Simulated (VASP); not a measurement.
Set up this calculation in VASP 6.6.1, as the native input.

```yaml
Task: single point
Functional: PBE
Potentials_or_basis: VASP PAW PBE potentials, release 64 (Zn, S)
Cutoff: 520 eV
k_mesh: 9 × 9 × 4
Occupations: gaussian, width 0.05 eV
Spin: no spin polarisation
Dipole_correction: no
Further_INCAR_settings: ALGO = Normal; EDIFF = 1e-06; NBANDS = 26
```

The structure of ZnS lies in POSCAR:

```
ZnS
1.0
    3.7944128042      0.0000000000      0.0000000000
   -1.8972064021      3.2860578809      0.0000000000
    0.0000000000      0.0000000000      6.3037246812
Zn S
2 2
Direct
    0.3163527059      0.6666666667      0.0052003729
    0.6836472941      0.3333333333      0.5052003729
    0.3470553733      0.6666666667      0.3797996271
    0.6529446267      0.3333333333      0.8797996271
```

These files were run (other wordings do the same):

INCAR

```
SYSTEM = ZnS
PREC = Accurate ; ENCUT = 520
EDIFF = 1E-6 ; ISMEAR = 0
SIGMA = 0.05 ; LREAL = .FALSE.
LASPH = .TRUE. ; NELM = 60
ALGO = Normal ; ISIF = 2
LWAVE = .FALSE. ; LCHARG = .FALSE.
GGA = PE ; NBANDS = 26
```

KPOINTS

```
regular mesh
0
G
  9 9 4
  0 0 0
```

Potentials or basis: VASP PAW PBE potentials, release 64 (Zn, S).

Run with:

```sh
$ cat potpaw_PBE.64/Zn/POTCAR potpaw_PBE.64/S/POTCAR > POTCAR
$ mpirun -np 1 vasp_std > vasp.out
```

It gave:

The pressure is 2.1 GPa, the largest force is 0.133 eV/Å and the band gap on the k mesh is 2.15 eV, direct.

It took 93 s on 1 thread of Intel(R) Xeon(R) 6975P-C (Granite Rapids), with other jobs on the host, peak memory 0.32 GiB.
